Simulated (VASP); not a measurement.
TaN: single point with PBEsol

TaN:

```
CELL_PARAMETERS angstrom
0.00000 1.85967 2.18784
2.18784 0.00000 2.18784
2.18784 1.85967 0.00000
ATOMIC_POSITIONS crystal
Ta 0.50000 0.50000 0.50000
N 0.00000 0.00000 0.00000
```

This cell differs from its parent crystal: strain -0.1500 x Voigt [0, 1, 0, 0, 0, 0].

| Quantity | Value |
| --- | --- |
| Program | VASP 6.6.1 |
| Task | single point |
| Functional | PBEsol |
| Potentials or basis | VASP PAW PBE potentials, release 64 (Ta_pv, N) |
| Cutoff | 520 eV |
| k mesh | 24 × 24 × 24 |
| Occupations | gaussian, width 0.15 eV |
| Spin | no spin polarisation |

```
Pressure               : 122.9 GPa
Band gap on the k mesh : zero (bands 8 and 9 overlap by 5.17 eV)
```

Stress tensor (GPa, compression positive):
```
 37.89   0.00   0.00
  0.00 292.99   0.00
  0.00   0.00  37.89
```

Levels at points of the mesh, in eV from the Fermi level:
```csv
k point,band 6,band 7,band 8,band 9,band 10,band 11
"(0.00, 0.00, 0.00)",-4.74,-3.15,-3.15,-2.86,-1.55,-1.28
"(0.50, 0.00, 0.00)",-9.30,-9.21,1.59,3.80,3.97,4.25
"(0.50, 0.50, 0.00)",-6.42,-5.29,-3.31,1.30,3.52,5.45
"(0.50, 0.00, 0.50)",-5.54,-5.54,-4.62,3.21,4.46,4.46
```

It took 2.2 min on 1 thread of AMD EPYC 9R45 (Zen 5), on a shared host, peak memory 0.35 GiB.

Caveat: the cell differs from its parent crystal (strain -0.1500 x Voigt [0, 1, 0, 0, 0, 0]); the cell stands under pressure; the PAW data sets were made with another functional, which shifts forces and pressure a little; spin-orbit coupling is left out, which moves the levels of the heavy elements.
